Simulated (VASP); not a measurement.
Wanted: the native input for a VASP 6.6.1 run.

```
Task                   : single point
Functional             : LDA
Potentials or basis    : VASP PAW LDA potentials, release 64 (Na_pv, H)
Cutoff                 : 520 eV
k mesh                 : 9 × 9 × 9
Occupations            : fermi-dirac, width 0.05 eV
Spin                   : no spin polarisation
Dipole correction      : no
Further INCAR settings : ALGO = Normal; EDIFF = 1e-07; NBANDS = 11
```

The structure of NaH lies in POSCAR:

```
NaH
1.0
    0.0000000000      2.4070229845      2.4070229845
    2.4070229845      0.0000000000      2.4070229845
    2.4070229845      2.4070229845      0.0000000000
Na H
1 1
Direct
    0.0000000000      0.0000000000      0.0000000000
    0.5000000000      0.5000000000      0.5000000000
```

This cell differs from its parent crystal: volume scaled by 0.96.

The input as run:

INCAR

```
SYSTEM = NaH
PREC = Accurate
ENCUT = 520
EDIFF = 1E-7
ISMEAR = -1
SIGMA = 0.05
LREAL = .False.
LASPH = .True.
NELM = 60
ALGO = Normal
ISIF = 2
LWAVE = .False.
LCHARG = .False.
GGA = CA
NBANDS = 11
```

KPOINTS

```
regular mesh
0
Gamma
  9 9 9
  0 0 0
```

Potentials or basis: VASP PAW LDA potentials, release 64 (Na_pv, H).

Launch:

```bash
$ cat potpaw_LDA.64/Na_pv/POTCAR potpaw_LDA.64/H/POTCAR > POTCAR
$ mpirun -np 1 vasp_std > vasp.out
```

Results of the run:

```
Pressure               : -1.9 GPa
Band gap on the k mesh : 3.74 eV, indirect (least direct gap 4.50 eV)
```

It took 8.2 s on 1 thread of Intel(R) Xeon(R) Platinum 8259CL CPU @ 2.50GHz (Skylake/Cascade Lake) (shared host), peak memory 0.13 GiB.
